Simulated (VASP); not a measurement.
# Pd (I4/mmm) in VASP: a series of runs

Pd is run at these levels: PBE; tasks: single point.

Everything below comes from runs of VASP 6.6.1. Logs are shortened: lines on timing, memory, paths and dates and some standing lists are left out, and cuts for length are marked.

**1. The cell of the first run**

Symmetry: I4/mmm, No. 139, tetragonal system. The conventional cell has a = 2.682 Å, b = 2.682 Å, c = 4.084 Å, α = 90.00°, β = 90.00°, γ = 90.00°. Within 3.5 Å of Pd (site symmetry 4/mmm) lie 12 Pd at 2.68 to 2.79 Å.

**2. Single point, PBE (strain -0.025 along x and y, +0.050 along z)**

INCAR

```
SYSTEM = Pd
PREC = Accurate
ENCUT = 520
EDIFF = 1E-6
ISMEAR = 0
SIGMA = 0.15
LREAL = .False.
LASPH = .True.
NELM = 60
ALGO = Fast
ISIF = 2
LWAVE = .False.
LCHARG = .False.
GGA = PE
NBANDS = 11
```

KPOINTS

```
Automatic mesh
0
Gamma
  8 8 8
  0 0 0
```

POSCAR

```
Pd
1.0
    0.0000000000      1.8962775000      2.0421450000
    1.8962775000      0.0000000000      2.0421450000
    1.8962775000      1.8962775000      0.0000000000
Pd
1
Direct
    0.0000000000      0.0000000000      0.0000000000
```

Potentials or basis: VASP PAW PBE potentials, release 64 (Pd).

On the command line:

```
$ cat potpaw_PBE.64/Pd/POTCAR > POTCAR
$ mpirun -np 1 vasp_std > vasp.out
```

OUTCAR:

```text
SYSTEM = Pd
   PREC = Accurate
   ENCUT = 520
   EDIFF = 1E-6
   ISMEAR = 0
   LREAL = .False.
   LASPH = .True.
   NELM = 60
   ISIF = 2
   GGA = PE

 ion  position               nearest neighbor table
   1  0.000  0.000  0.000-

  LATTYP: Found a body centered tetragonal cell.
 ALAT       =     2.6817413585
 C/A-ratio  =     1.5229992210

  Lattice vectors:

 A1 = (  -1.8962775000,   0.0000000000,   2.0421450000)
 A2 = (   1.8962775000,   0.0000000000,   2.0421450000)
 A3 = (   0.0000000000,   1.8962775000,  -2.0421450000)

Analysis of symmetry for initial positions (statically):
=====================================================================
 Subroutine PRICEL returns:
 Original cell was already a primitive cell.

 Routine SETGRP: Setting up the symmetry group for a
 body centered tetragonal supercell.

 Subroutine GETGRP returns: Found 16 space group operations
 (whereof 16 operations were pure point group operations)
 out of a pool of 16 trial point group operations.

The static configuration has the point symmetry D_4h.

Analysis of symmetry for dynamics (positions and initial velocities):
=====================================================================
 Subroutine PRICEL returns:
 Original cell was already a primitive cell.

 Routine SETGRP: Setting up the symmetry group for a
 body centered tetragonal supercell.

 Subroutine GETGRP returns: Found 16 space group operations
 (whereof 16 operations were pure point group operations)
 out of a pool of 16 trial point group operations.

The dynamic configuration has the point symmetry D_4h.

 Subroutine INISYM returns: Found 16 space group operations
 (whereof 16 operations are pure point group operations),
 and found     1 'primitive' translations

----------------------------------------------------------------------------------------

                                     Primitive cell

  volume of cell :      14.6866

  direct lattice vectors                    reciprocal lattice vectors
     0.000000000  1.896277500  2.042145000    -0.263674489  0.263674489  0.244840597
     1.896277500  0.000000000  2.042145000     0.263674489 -0.263674489  0.244840597
     1.896277500  1.896277500  0.000000000     0.263674489  0.263674489 -0.244840597

  length of vectors
     2.786794675  2.786794675  2.681741359     0.446088993  0.446088993  0.446088993

  position of ions in fractional coordinates (direct lattice)
     0.000000000  0.000000000  0.000000000

  ion indices of the primitive-cell ions
   primitive index   ion index
                 1           1

----------------------------------------------------------------------------------------

 KPOINTS: Automatic mesh

Automatic generation of k-mesh.
 Grid dimensions read from file:
 generate k-points for:    8    8    8

 Generating k-lattice:

  Cartesian coordinates                     Fractional coordinates (reciprocal lattice)
    -0.032959311  0.032959311  0.030605075     0.125000000  0.000000000  0.000000000
     0.032959311 -0.032959311  0.030605075     0.000000000  0.125000000  0.000000000
     0.032959311  0.032959311 -0.030605075     0.000000000  0.000000000  0.125000000

  Length of vectors
     0.055761124  0.055761124  0.055761124

  Shift w.r.t. Gamma in fractional coordinates (k-lattice)
     0.000000000  0.000000000  0.000000000

 Subroutine IBZKPT returns following result:
 ===========================================

 Found     59 irreducible k-points:

 Following reciprocal coordinates:
            Coordinates               Weight
  0.000000  0.000000  0.000000      1.000000
  0.125000  0.000000  0.000000      8.000000
  0.250000  0.000000  0.000000      8.000000
  0.375000  0.000000  0.000000      8.000000
  0.500000  0.000000  0.000000      4.000000
  0.125000  0.125000  0.000000      2.000000
[... 16 lines left out ...]
  0.250000  0.000000  0.125000     16.000000
  0.375000  0.000000  0.125000     16.000000
 [... further k-points ...]
   k-points           NKPTS =     59   k-points in BZ     NKDIM =     59   number of bands    NBANDS=     11
   number of dos      NEDOS =    301   number of ions     NIONS =      1
   total plane-waves  NPLWV =  11520
   dimension x,y,z NGX =    24 NGY =   24 NGZ =   20
   dimension x,y,z NGXF=    48 NGYF=   48 NGZF=   40
   ions per type =               1
   NGX,Y,Z   is equivalent  to a cutoff of  14.32, 14.32, 12.40 a.u.
   NGXF,Y,Z  is equivalent  to a cutoff of  28.63, 28.63, 24.80 a.u.
 SYSTEM =  Pd
   PREC   = accura    normal or accurate (medium, high low for compatibility)
   ISTART =      0    job   : 0-new  1-cont  2-samecut
   ICHARG =      2    charge: 1-file 2-atom 10-const
   ISPIN  =      1    spin polarized calculation?
   LNONCOLLINEAR =      F non collinear calculations
   LSORBIT =      F    spin-orbit coupling
   LASPH  =      T    aspherical Exc in radial PAW
   ENCUT  =  520.0 eV  38.22 Ry    6.18 a.u.   5.18  5.18  4.99*2*pi/ulx,y,z
   NELM   =     60;   NELMIN=  2; NELMDL= -5     # of ELM steps
   EDIFF  = 0.1E-05   stopping-criterion for ELM
   LREAL  =      F    real-space projection
   EDIFFG = 0.1E-04   stopping-criterion for IOM
   NSW    =      0    number of steps for IOM
   IBRION =     -1    ionic relax: 0-MD 1-quasi-New 2-CG
   NFREE  =      0    steps in history (QN), initial steepest desc. (CG)
   ISIF   =      2    stress and relaxation
   ISYM   =      2    0-nonsym 1-usesym 2-fastsym
   POTIM  = 0.5000    time-step for ionic-motion
   TEBEG  =    0.0;   TEEND  =   0.0 temperature during run
   PSTRESS=    0.0 pullay stress
   NELECT =      10.0000    total number of electrons
   NUPDOWN=      -1.0000    fix difference up-down
   EMIN   =  10.00;   EMAX   =-10.00  energy-range for DOS
   EFERMI =   0.00;   METHOD = LEGACY
   ISMEAR =     0;   SIGMA  =   0.15  broadening in eV -4-tet -1-fermi 0-gaus
   EFERMI_NEDOS =   21; number of points for ismear=-14 and -15
   IALGO  =     68    algorithm
   IMIX   =      4    mixing-type and parameters
     AMIX     =   0.40;   BMIX     =  1.00
     AMIX_MAG =   1.60;   BMIX_MAG =  1.00
  volume/ion in A,a.u.               =      14.69        99.11
  Fermi-wavevector in a.u.,A,eV,Ry     =   1.440239  2.721658 28.222426  2.074290
  Thomas-Fermi vector in A             =   2.559006
   LORBIT       =      0    0 simple, 1 ext, 2 COOP (PROOUT), +10 PAW based schemes
   GGA     = PE    functional components
   LHFCALC =     F    Hartree Fock is set to
   AEXX    =    0.0000 exact exchange contribution
   IVDW    =     0    specifies the selected vdW correction
   LEPSILON=     F    determine dielectric tensor
   LRPA    =     F    only Hartree local field effects (RPA)
 non-spin polarized calculation
 RMM-DIIS sequential band-by-band and
 Gauss-broadening in eV      SIGMA  =   0.15
  energy-cutoff  :      520.00
  volume of cell :       14.69
 maximum number of plane-waves:       404
 NGX is ok and might be reduce to    24
   NGX = 11   NGY = 11   NGZ =  9

 number of electron      10.0000000 magnetization

 Free energy of the ion-electron system (eV)
  ---------------------------------------------------
  ext. energy  EPLUGINS =         0.00000000
  ---------------------------------------------------
  free energy    TOTEN  =        -5.18200364 eV

  energy without entropy =       -5.15991659  energy(sigma->0) =       -5.17096011

 E-fermi :   9.9469     XC(G=0): -13.2055

 val. band max:        9.9464279189   @ k =  -0.1250   0.5000   0.3750
 cond. band min:       9.9654231339   @ k =   0.5000   0.0000   0.2500
 fundamental gap:      0.0189952150
 Fermi energy:         9.9469462623

 k-point     1 :       0.0000    0.0000    0.0000
  band No.  band energies     occupation
      1       2.6862      2.00000
      2       6.5576      2.00000
      3       7.2925      2.00000
      4       7.2925      2.00000
      5       8.2396      2.00000
      6       9.0009      2.00000
      7      27.1465      0.00000
      8      30.7113      0.00000
      9      32.4442      0.00000
     10      32.4442      0.00000
     11      36.9486      0.00000

 k-point     2 :       0.1250    0.0000    0.0000
  band No.  band energies     occupation
      1       3.2372      2.00000
      2       6.6375      2.00000
      3       7.1955      2.00000
      4       7.4674      2.00000
      5       8.2425      2.00000
      6       8.8781      2.00000
      7      27.5684      0.00000
      8      29.1273      0.00000
      9      31.9207      0.00000
     10      33.0616      0.00000
     11      36.7872      0.00000

 k-point     3 :       0.2500    0.0000    0.0000
  band No.  band energies     occupation
      1       4.3827      2.00000
      2       6.9346      2.00000
      3       7.0654      2.00000
      4       7.6439      2.00000
      5       8.6884      2.00000
      6       8.9012      2.00000
      7      24.4716      0.00000
      8      28.0613      0.00000
      9      33.1187      0.00000
     10      34.0050      0.00000
     11      35.0305      0.00000

 k-point     4 :       0.3750    0.0000    0.0000
  band No.  band energies     occupation
      1       4.6373      2.00000
      2       6.7721      2.00000
      3       7.4346      2.00000
      4       8.9855      2.00000
      5       9.4236      2.00000
      6       9.5620      1.99972
      7      19.9323      0.00000
      8      26.8051      0.00000
      9      31.6357      0.00000
     10      32.7294      0.00000
     11      35.6384      0.00000
[... 239 lines left out ...]
 k-point    22 :       0.1250    0.0000    0.1250
  band No.  band energies     occupation
      1       3.4576      2.00000
      2       6.8543      2.00000
      3       6.9707      2.00000
      4       7.5595      2.00000
      5       8.2615      2.00000
      6       8.7697      2.00000
      7      27.9036      0.00000
      8      30.2070      0.00000
      9      30.3972      0.00000
     10      31.7266      0.00000
     11      37.1111      0.00000

 k-point    23 :       0.2500    0.0000    0.1250
  band No.  band energies     occupation
      1       4.5004      2.00000
      2       6.4692      2.00000
      3       7.2880      2.00000
      4       7.7301      2.00000
      5       8.4788      2.00000
      6       8.9662      2.00000
      7      26.1925      0.00000
      8      28.5346      0.00000
      9      30.1974      0.00000
     10      32.3079      0.00000
     11      36.0878      0.00000

 k-point    24 :       0.3750    0.0000    0.1250
  band No.  band energies     occupation
      1       5.0214      2.00000
      2       6.9662      2.00000
      3       7.1218      2.00000
      4       7.5325      2.00000
      5       9.6275      1.99740
      6      10.1216      0.09956
      7      21.5143      0.00000
      8      27.4786      0.00000
      9      29.4675      0.00000
     10      31.7867      0.00000
     11      36.6514      0.00000

 [... further k-points ...]
[... 5 lines left out ...]
  --------------------------------------------------------------------------------------
  -------------------------------------------------------------------------------------
  Total        0.9676485      0.9676485      0.4971992      0.0000000      0.0000000      0.0000000
  in kB      105.5620609    105.5620609     54.2401201      0.0000000      0.0000000      0.0000000
  external PRESSURE =      88.4547473 kB  Pullay stress =       0.0000000 kB

 VOLUME and BASIS-vectors are now :
 -----------------------------------------------------------------------------
  energy-cutoff  :      520.00
  volume of cell :       14.69
      direct lattice vectors                 reciprocal lattice vectors
     0.000000000  1.896277500  2.042145000    -0.263674489  0.263674489  0.244840597
     1.896277500  0.000000000  2.042145000     0.263674489 -0.263674489  0.244840597
     1.896277500  1.896277500  0.000000000     0.263674489  0.263674489 -0.244840597

 POSITION                                       TOTAL-FORCE (eV/Angst)
 -----------------------------------------------------------------------------------
      0.00000      0.00000      0.00000         0.000000      0.000000      0.000000
 -----------------------------------------------------------------------------------
    total drift:                               -0.000000     -0.000000     -0.000000

  FREE ENERGIE OF THE ION-ELECTRON SYSTEM (eV)
  ---------------------------------------------------
  free  energy   TOTEN  =        -5.1820036367 eV

  energy  without entropy=       -5.1599165851  energy(sigma->0) =       -5.17096011
```

Wall time 7.7 s (1 thread of AMD EPYC 9R14 (Zen 4), shared host); peak memory 0.11 GiB.

Results:

```
Free energy            : -5.1820 eV
Pressure               : 8.8 GPa
Band gap on the k mesh : zero (band 5 reaches 10.46 eV, above the bottom of band 6 at 8.77 eV)
```

Stress tensor (GPa, compression positive):
```
10.56  0.00  0.00
 0.00 10.56  0.00
 0.00  0.00  5.42
```

Caveat: the cell differs from its parent crystal (strain -0.025 along x and y, +0.050 along z).

**3. Single point, PBE (strain +0.000 along x and y, -0.025 along z)**

INCAR

```
PREC = Accurate
ENCUT = 520
EDIFF = 1E-7
ISMEAR = 0
SIGMA = 0.15
LREAL = False
LASPH = True
NELM = 100
ALGO = Normal
ISIF = 2
LWAVE = False
LCHARG = False
GGA = PE
NBANDS = 11
```

KPOINTS

```
Automatic mesh
0
Gamma
  8 8 8
```

POSCAR

```
Pd
1.0
    0.0000000000      1.9449000000      1.8962775000
    1.9449000000      0.0000000000      1.8962775000
    1.9449000000      1.9449000000      0.0000000000
Pd
1
Direct
    0.0000000000      0.0000000000      0.0000000000
```

Potentials or basis: VASP PAW PBE potentials, release 64 (Pd).

On the command line:

```
$ cat potpaw_PBE.64/Pd/POTCAR > POTCAR
$ mpirun -np 1 vasp_std > vasp.out
```

OUTCAR:

```text
PREC = Accurate
   ENCUT = 520
   EDIFF = 1E-7
   ISMEAR = 0
   LREAL = False
   LASPH = True
   NELM = 100
   ISIF = 2
   GGA = PE

 ion  position               nearest neighbor table
   1  0.000  0.000  0.000-

  LATTYP: Found a body centered tetragonal cell.
 ALAT       =     2.7505039575
 C/A-ratio  =     1.3788582233

  Lattice vectors:

 A1 = (   0.0000000000,  -1.9449000000,  -1.8962775000)
 A2 = (   0.0000000000,   1.9449000000,  -1.8962775000)
 A3 = (   1.9449000000,   0.0000000000,   1.8962775000)

[... 506 lines left out ...]
      4       7.9171      2.00000
      5      10.0170      1.99902
      6      10.4542      0.40931
      7      22.2452      0.00000
      8      28.0111      0.00000
      9      30.4088      0.00000
     10      31.9793      0.00000
     11      36.5460      0.00000

 [... further k-points ...]
[... 5 lines left out ...]
  --------------------------------------------------------------------------------------
  -------------------------------------------------------------------------------------
  Total        1.1986325      1.1986325      1.3232674      0.0000000     -0.0000000      0.0000000
  in kB      133.8659660    133.8659660    147.7854745      0.0000000     -0.0000000      0.0000000
  external PRESSURE =     138.5058022 kB  Pullay stress =       0.0000000 kB

 VOLUME and BASIS-vectors are now :
 -----------------------------------------------------------------------------
  energy-cutoff  :      520.00
  volume of cell :       14.35
      direct lattice vectors                 reciprocal lattice vectors
     0.000000000  1.944900000  1.896277500    -0.257082626  0.257082626  0.263674489
     1.944900000  0.000000000  1.896277500     0.257082626 -0.257082626  0.263674489
     1.944900000  1.944900000  0.000000000     0.257082626  0.257082626 -0.263674489

 POSITION                                       TOTAL-FORCE (eV/Angst)
 -----------------------------------------------------------------------------------
      0.00000      0.00000      0.00000         0.000000     -0.000000      0.000000
 -----------------------------------------------------------------------------------
    total drift:                               -0.000000     -0.000000     -0.000000

  FREE ENERGIE OF THE ION-ELECTRON SYSTEM (eV)
  ---------------------------------------------------
  free  energy   TOTEN  =        -5.1684879214 eV

  energy  without entropy=       -5.1447626361  energy(sigma->0) =       -5.15662528
```

OSZICAR:

```text
N       E                     dE             d eps       ncg     rms          rms(c)
DAV:   1     0.431300015358E+02    0.43130E+02   -0.52672E+03  1306   0.861E+02
DAV:   2    -0.487044261317E+01   -0.48000E+02   -0.46589E+02  1436   0.186E+02
DAV:   3    -0.543835651411E+01   -0.56791E+00   -0.56437E+00  1544   0.214E+01
DAV:   4    -0.544083882819E+01   -0.24823E-02   -0.24819E-02  1582   0.148E+00
DAV:   5    -0.544086472706E+01   -0.25899E-04   -0.25898E-04  1689   0.133E-01    0.847E+00
DAV:   6    -0.518236044126E+01    0.25850E+00   -0.10262E+00  1598   0.844E+00    0.426E+00
DAV:   7    -0.517260362719E+01    0.97568E-02   -0.20050E-02  1656   0.859E-01    0.223E+00
DAV:   8    -0.516849245329E+01    0.41112E-02   -0.11875E-03  1607   0.286E-01    0.424E-02
DAV:   9    -0.516848457770E+01    0.78756E-05   -0.97060E-05  1716   0.820E-02    0.144E-02
DAV:  10    -0.516848835173E+01   -0.37740E-05   -0.35302E-06  1611   0.172E-02    0.478E-03
DAV:  11    -0.516848789688E+01    0.45485E-06   -0.23349E-07  1608   0.371E-03    0.981E-04
DAV:  12    -0.516848792143E+01   -0.24544E-07   -0.60242E-09  1057   0.815E-04
   1 F= -.51684879E+01 E0= -.51566253E+01  d E =-.237253E-01
```

Wall time 10 s (1 thread of AMD EPYC 7R43 (Zen 3), shared host); peak memory 0.09 GiB.

Results:

* Free energy: -5.1685 eV
* Pressure: 13.9 GPa
* Band gap on the k mesh: zero (band 5 reaches 10.69 eV, above the bottom of band 6 at 9.04 eV)

Levels at points of the mesh, in eV from the Fermi level:
```
           k point  band 1  band 2  band 3  band 4  band 5  band 6  band 7  band 8  band 9  band 10
(0.00, 0.00, 0.00)   -7.46   -3.12   -3.12   -2.88   -1.49   -1.24   17.11   21.81   21.81    22.47
(0.50, 0.00, 0.00)   -5.60   -3.22   -2.98   -0.15   -0.04    0.85    7.47   16.44   21.02    21.57
(0.50, 0.50, 0.00)   -5.73   -5.42   -0.13    0.25    0.25    3.60   11.44   12.94   12.94    21.61
(0.50, 0.00, 0.50)   -5.73   -5.41   -0.13    0.15    0.32    3.08   10.75   13.34   13.52    22.04
```

Caveat: the cell differs from its parent crystal (strain +0.000 along x and y, -0.025 along z).
